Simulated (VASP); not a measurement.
# Al2Cu (Immm) in VASP: notebook

Runs on Al2Cu. Level: r2SCAN. Tasks: single point.

Program: VASP 6.6.1. These are calculated values, not measurements. Logs are shortened: lines on timing, memory, paths and dates and some standing lists are left out, and cuts for length are marked.

## 1. The cell of the first run

Symmetry: Immm, No. 71, orthorhombic system. Conventional cell: a = 4.055 Å, b = 4.156 Å, c = 5.734 Å, α = 90.00°, β = 90.00°, γ = 90.00°. Within 3.3 Å of Al (site symmetry mm2) lie 4 Cu at 2.48 to 2.52 Å and 6 Al at 2.87 to 2.90 Å. Cu (site symmetry mmm) has 8 Al at 2.48 to 2.52 Å within 3.3 Å.

## 2. Single point, r2SCAN (strain +0.0250 x Voigt [0, 1, 0, 0, 0, 0])

POSCAR reads:

```
Al2Cu
1.0
   -2.0273575169      2.0780414548      2.8669875134
    2.0273575169     -2.0780414548      2.8669875134
    2.0273575169      2.0780414548     -2.8669875134
Al Cu
2 1
Direct
    0.7500000000      0.2500000000      0.5000000000
    0.2500000000      0.7500000000      0.5000000000
    0.5000000000      0.5000000000      0.0000000000
```

INCAR.step1 reads:

```
SYSTEM = Al2Cu
ALGO     = Normal         ! electronic algorithm
EDIFF    = 1E-4           ! SCF threshold, eV
ENCUT    = 520            ! plane-wave cutoff, eV
GGA      = PE             ! functional
ISMEAR   = 0              ! smearing method
LASPH    = .TRUE.         ! aspherical terms in the spheres
LCHARG   = .FALSE.        ! write CHGCAR
LREAL    = .FALSE.        ! projectors in reciprocal space
LWAVE    = .TRUE.         ! write WAVECAR
NBANDS   = 16             ! bands
NELM     = 60             ! most SCF steps
PREC     = Accurate       ! precision mode
SIGMA    = 0.15           ! smearing width, eV
```

INCAR.step2 reads:

```
SYSTEM = Al2Cu
ALGO     = Normal         ! electronic algorithm
EDIFF    = 1E-6           ! SCF threshold, eV
ENCUT    = 520            ! plane-wave cutoff, eV
ISIF     = 2              ! what is computed and relaxed
ISMEAR   = 0              ! smearing method
ISTART   = 1            
LASPH    = .TRUE.         ! aspherical terms in the spheres
LCHARG   = .TRUE.         ! write CHGCAR
LELF     = .TRUE.         ! ELF
LMIXTAU  = .TRUE.       
LREAL    = .FALSE.        ! projectors in reciprocal space
LVHAR    = .TRUE.       
LWAVE    = .FALSE.        ! write WAVECAR
METAGGA  = R2SCAN         ! meta-GGA
NBANDS   = 16             ! bands
NELM     = 60             ! most SCF steps
PREC     = Accurate       ! precision mode
SIGMA    = 0.15           ! smearing width, eV
```

KPOINTS reads:

```
k-points
0
G
  16 16 16
  0 0 0
```

Potentials or basis: VASP PAW PBE potentials, release 64 (Al, Cu).

Command:

```
$ cat potpaw_PBE.64/Al/POTCAR potpaw_PBE.64/Cu/POTCAR > POTCAR
$ cp INCAR.step1 INCAR
$ mpirun -np 1 vasp_std > vasp.out
$ cp INCAR.step2 INCAR
$ mpirun -np 1 vasp_std > vasp.out
```

OUTCAR:

```text
SYSTEM = Al2Cu
   EDIFF = 1E-6
   ENCUT = 520
   ISIF = 2
   ISMEAR = 0
   ISTART = 1
   LASPH = .TRUE.
   LREAL = .FALSE.
   METAGGA = R2SCAN
   NELM = 60
   PREC = Accurate

 ion  position               nearest neighbor table
   1  0.750  0.250  0.500-   3 2.48   3 2.48   3 2.52   3 2.52   2 2.87   2 2.87   2 2.90   2 2.90
                             2 2.90   2 2.90
   2  0.250  0.750  0.500-   3 2.48   3 2.48   3 2.52   3 2.52   1 2.87   1 2.87   1 2.90   1 2.90
                             1 2.90   1 2.90
   3  0.500  0.500  0.000-   1 2.48   2 2.48   1 2.48   2 2.48   1 2.52   2 2.52   2 2.52   1 2.52

  LATTYP: Found a body centered orthorhombic cell.
 ALAT       =     4.0547150338
 B/A-ratio  =     1.0250000000
 C/A-ratio  =     1.4141499412

  Lattice vectors:

 A1 = (  -2.0273575169,   2.0780414548,   2.8669875134)
 A2 = (   2.0273575169,  -2.0780414548,   2.8669875134)
 A3 = (   2.0273575169,   2.0780414548,  -2.8669875134)

Analysis of symmetry for initial positions (statically):
=====================================================================
 Subroutine PRICEL returns:
 Original cell was already a primitive cell.

 Routine SETGRP: Setting up the symmetry group for a
 body centered orthorhombic supercell.

 Subroutine GETGRP returns: Found  8 space group operations
 (whereof  8 operations were pure point group operations)
 out of a pool of  8 trial point group operations.

The static configuration has the point symmetry D_2h.

Analysis of symmetry for dynamics (positions and initial velocities):
=====================================================================
 Subroutine PRICEL returns:
 Original cell was already a primitive cell.

 Routine SETGRP: Setting up the symmetry group for a
 body centered orthorhombic supercell.

 Subroutine GETGRP returns: Found  8 space group operations
 (whereof  8 operations were pure point group operations)
 out of a pool of  8 trial point group operations.

The dynamic configuration has the point symmetry D_2h.

 Subroutine INISYM returns: Found  8 space group operations
 (whereof  8 operations are pure point group operations),
 and found     1 'primitive' translations

[... 93 lines left out ...]
   LASPH  =      T    aspherical Exc in radial PAW
   ENCUT  =  520.0 eV  38.22 Ry    6.18 a.u.   7.59  7.59  7.59*2*pi/ulx,y,z
   NELM   =     60;   NELMIN=  2; NELMDL=  0     # of ELM steps
   EDIFF  = 0.1E-05   stopping-criterion for ELM
   LREAL  =      F    real-space projection
   EDIFFG = 0.1E-04   stopping-criterion for IOM
   NSW    =      0    number of steps for IOM
   IBRION =     -1    ionic relax: 0-MD 1-quasi-New 2-CG
   NFREE  =      0    steps in history (QN), initial steepest desc. (CG)
   ISIF   =      2    stress and relaxation
   ISYM   =      2    0-nonsym 1-usesym 2-fastsym
   POTIM  = 0.5000    time-step for ionic-motion
   TEBEG  =    0.0;   TEEND  =   0.0 temperature during run
   PSTRESS=    0.0 pullay stress
   NELECT =      17.0000    total number of electrons
   NUPDOWN=      -1.0000    fix difference up-down
   EMIN   =  10.00;   EMAX   =-10.00  energy-range for DOS
   EFERMI =   0.00;   METHOD = LEGACY
   ISMEAR =     0;   SIGMA  =   0.15  broadening in eV -4-tet -1-fermi 0-gaus
   EFERMI_NEDOS =   21; number of points for ismear=-14 and -15
   IALGO  =     38    algorithm
   IMIX   =      4    mixing-type and parameters
     AMIX     =   0.40;   BMIX     =  1.00
     AMIX_MAG =   1.60;   BMIX_MAG =  1.00
  volume/ion in A,a.u.               =      16.10       108.68
  Fermi-wavevector in a.u.,A,eV,Ry     =   1.155760  2.184070 18.174409  1.335781
  Thomas-Fermi vector in A             =   2.292386
   LORBIT       =      0    0 simple, 1 ext, 2 COOP (PROOUT), +10 PAW based schemes
   METAGGA = R2SCAN    functional components
   LHFCALC =     F    Hartree Fock is set to
   AEXX    =    0.0000 exact exchange contribution
   IVDW    =     0    specifies the selected vdW correction
   LEPSILON=     F    determine dielectric tensor
   LRPA    =     F    only Hartree local field effects (RPA)
 non-spin polarized calculation
 Gauss-broadening in eV      SIGMA  =   0.15
  energy-cutoff  :      520.00
  volume of cell :       48.31
 maximum number of plane-waves:      1325
   NGX = 15   NGY = 15   NGZ = 15

 number of electron      16.9999994 magnetization

 Free energy of the ion-electron system (eV)
  ---------------------------------------------------
  ext. energy  EPLUGINS =         0.00000000
  ---------------------------------------------------
  free energy    TOTEN  =       -24.90085350 eV

  energy without entropy =      -24.89196749  energy(sigma->0) =      -24.89641049

 E-fermi :   6.8007     XC(G=0): -11.1170

 val. band max:        6.7938364577   @ k =  -0.3750  -0.1250   0.1250
 cond. band min:       6.8048547431   @ k =   0.0625   0.1250   0.0625
 fundamental gap:      0.0110182854
 Fermi energy:         6.8007100579

 k-point     1 :       0.0000    0.0000    0.0000
  band No.  band energies     occupation
      1      -3.8353      2.00000
      2       2.1407      2.00000
      3       2.1530      2.00000
      4       2.1546      2.00000
      5       2.6943      2.00000
      6       2.7165      2.00000
[... 433 lines left out ...]
      3       2.1697      2.00000
      4       2.1828      2.00000
      5       2.6728      2.00000
      6       2.7238      2.00000
[... 8 lines left out ...]
     15      13.7292      0.00000
     16      14.3739      0.00000

 [... further k-points ...]

------------------------ aborting loop because EDIFF is reached ----------------------------------------

  FORCE on cell =-STRESS in cart. coord.  units (eV):
  Direction    XX          YY          ZZ          XY          YZ          ZX
  --------------------------------------------------------------------------------------
  -------------------------------------------------------------------------------------
  Total       -0.2539551     -1.5483252     -0.4813653     -0.0000000      0.0000000      0.0000000
  in kB       -8.4216505    -51.3455042    -15.9630198     -0.0000000      0.0000000      0.0000000
  external PRESSURE =     -25.2433915 kB  Pullay stress =       0.0000000 kB

 VOLUME and BASIS-vectors are now :
 -----------------------------------------------------------------------------
  energy-cutoff  :      520.00
  volume of cell :       48.31
      direct lattice vectors                 reciprocal lattice vectors
    -2.027357517  2.078041455  2.866987513     0.000000000  0.240611177  0.174399085
     2.027357517 -2.078041455  2.866987513     0.246626456  0.000000000  0.174399085
     2.027357517  2.078041455 -2.866987513     0.246626456  0.240611177  0.000000000

 POSITION                                       TOTAL-FORCE (eV/Angst)
 -----------------------------------------------------------------------------------
      0.00000      2.07804      1.43349         0.000000      0.000000      0.105256
      2.02736      0.00000      1.43349        -0.000000     -0.000000     -0.105256
      0.00000      0.00000      2.86699        -0.000000     -0.000000      0.000000
 -----------------------------------------------------------------------------------
    total drift:                                0.000000     -0.000000      0.000000

  FREE ENERGIE OF THE ION-ELECTRON SYSTEM (eV)
  ---------------------------------------------------
  free  energy   TOTEN  =       -24.9008534968 eV

  energy  without entropy=      -24.8919674859  energy(sigma->0) =      -24.89641049
```

OUTCAR.step1:

```text
SYSTEM = Al2Cu
   EDIFF = 1E-4
   ENCUT = 520
   GGA = PE
   ISMEAR = 0
[... 685 lines left out ...]
      0.00000      2.07804      1.43349        -0.000000     -0.000000      0.114572
      2.02736      0.00000      1.43349         0.000000      0.000000     -0.114572
      0.00000      0.00000      2.86699         0.000000     -0.000000     -0.000000
 -----------------------------------------------------------------------------------
    total drift:                                0.000000     -0.000000      0.000000

  FREE ENERGIE OF THE ION-ELECTRON SYSTEM (eV)
  ---------------------------------------------------
  free  energy   TOTEN  =       -11.7438753826 eV

  energy  without entropy=      -11.7346938942  energy(sigma->0) =      -11.73928464
```

OSZICAR.step1:

```text
N       E                     dE             d eps       ncg     rms          rms(c)
DAV:   1     0.622346247004E+02    0.62235E+02   -0.68253E+03 19896   0.112E+03
DAV:   2    -0.114633797564E+02   -0.73698E+02   -0.65094E+02 21240   0.199E+02
DAV:   3    -0.140062660894E+02   -0.25429E+01   -0.24877E+01 27056   0.421E+01
DAV:   4    -0.140618400115E+02   -0.55574E-01   -0.55553E-01 23600   0.530E+00
DAV:   5    -0.140645814789E+02   -0.27415E-02   -0.27414E-02 30792   0.131E+00    0.151E+01
DAV:   6    -0.165162676369E+02   -0.24517E+01   -0.45439E+01 22496   0.217E+02    0.125E+01
DAV:   7    -0.119339316119E+02    0.45823E+01   -0.11340E+01 24920   0.765E+01    0.256E+00
DAV:   8    -0.117699124599E+02    0.16402E+00   -0.11160E+00 28296   0.290E+01    0.157E+00
DAV:   9    -0.117450010579E+02    0.24911E-01   -0.11568E-01 30584   0.694E+00    0.310E-01
DAV:  10    -0.117467678326E+02   -0.17668E-02   -0.24093E-03 30688   0.116E+00    0.393E-01
DAV:  11    -0.117438442271E+02    0.29236E-02   -0.86769E-03 25800   0.317E+00    0.459E-02
DAV:  12    -0.117438753826E+02   -0.31155E-04   -0.48350E-04 20568   0.182E-01
   1 F= -.11743875E+02 E0= -.11739285E+02  d E =-.918149E-02
```

It took 15 min on 1 thread of Intel Xeon 6975P-C (Granite Rapids), shared host; peak memory 0.56 GiB.

What came out:

```
Free energy            : -24.9009 eV
Pressure               : -2.5 GPa
Largest force          : 0.105 eV/Å
Band gap on the k mesh : zero (an odd number of electrons rules out a gap without spin polarisation)
```

Forces in eV/Å, atoms in the order of the input:
```
Al   0.000  0.000  0.105
Al   0.000  0.000 -0.105
Cu   0.000  0.000  0.000
```

Stress tensor (GPa, compression positive):
```
-0.84  0.00  0.00
 0.00 -5.13  0.00
 0.00  0.00 -1.60
```

Caveat: the cell differs from its parent crystal (strain +0.0250 x Voigt [0, 1, 0, 0, 0, 0]); the PAW data sets were made with another functional, which shifts forces and pressure a little.

## 3. Single point, r2SCAN (strain +0.0500 x Voigt [0, 1, 0, 0, 0, 0])

POSCAR reads:

```
Al2Cu
1.0
   -2.0273575169      2.1287253927      2.8669875134
    2.0273575169     -2.1287253927      2.8669875134
    2.0273575169      2.1287253927     -2.8669875134
Al Cu
2 1
Direct
    0.7500000000      0.2500000000      0.5000000000
    0.2500000000      0.7500000000      0.5000000000
    0.5000000000      0.5000000000      0.0000000000
```

INCAR.step1 reads:

```
  PREC = Accurate
  ENCUT = 520
  ISMEAR = 0
  SIGMA = 0.15
  LREAL = F
  LASPH = T
  NELM = 80
  NBANDS = 16
  GGA = PE
  ALGO = Normal
  EDIFF = 1E-4
  LWAVE = T
  LCHARG = F
```

INCAR.step2 reads:

```
  PREC = Accurate
  ENCUT = 520
  EDIFF = 1E-7
  ISMEAR = 0
  SIGMA = 0.15
  LREAL = F
  LASPH = T
  NELM = 80
  ALGO = Normal
  ISIF = 2
  LWAVE = F
  LCHARG = F
  METAGGA = R2SCAN
  LMIXTAU = T
  NBANDS = 16
  ISTART = 1
```

KPOINTS reads:

```
Automatic mesh
0
Gamma
  16 16 16
```

Potentials or basis: VASP PAW PBE potentials, release 64 (Al, Cu).

Command:

```
$ cat potpaw_PBE.64/Al/POTCAR potpaw_PBE.64/Cu/POTCAR > POTCAR
$ cp INCAR.step1 INCAR
$ mpirun -np 1 vasp_std > vasp.out
$ cp INCAR.step2 INCAR
$ mpirun -np 1 vasp_std > vasp.out
```

Wall time 11 min (1 thread of Intel Xeon 6975P-C (Granite Rapids), shared host); peak memory 0.57 GiB.

The run converged. Its results:

| Property | Result |
| --- | --- |
| Free energy | -24.8469 eV |
| Pressure | -4.5 GPa |
| Largest force | 0.178 eV/Å |
| Band gap on the k mesh | zero (an odd number of electrons rules out a gap without spin polarisation) |

Forces on the atoms (eV/Å):
```
Al   0.000  0.000  0.178
Al   0.000  0.000 -0.178
Cu   0.000  0.000  0.000
```

Stress tensor (GPa, compression positive):
```
-1.36  0.00  0.00
 0.00 -9.48  0.00
 0.00  0.00 -2.75
```

Levels at points of the mesh, in eV from the Fermi level:
| k point | band 6 | band 7 | band 8 | band 9 | band 10 | band 11 | band 12 | band 13 |
| --- | --- | --- | --- | --- | --- | --- | --- | --- |
| (0.00, 0.00, 0.00) | -4.00 | 2.73 | 2.73 | 2.74 | 3.00 | 3.21 | 3.40 | 4.74 |
| (0.50, 0.00, 0.00) | -3.95 | -3.90 | 0.74 | 0.82 | 3.16 | 3.20 | 4.20 | 5.04 |
| (0.00, 0.50, 0.00) | -3.95 | -3.94 | 0.32 | 0.61 | 2.75 | 2.79 | 3.98 | 4.69 |
| (0.50, 0.50, 0.00) | -3.86 | -3.78 | -2.08 | -1.89 | 0.49 | 1.85 | 9.19 | 10.48 |
| (0.50, 0.50, 0.50) | -3.87 | -3.72 | -2.48 | -1.80 | 0.08 | 1.82 | 9.39 | 10.83 |

Caveat: the cell differs from its parent crystal (strain +0.0500 x Voigt [0, 1, 0, 0, 0, 0]); the stress differs along the axes, from -9 to -1 GPa; the PAW data sets were made with another functional, which shifts forces and pressure a little.
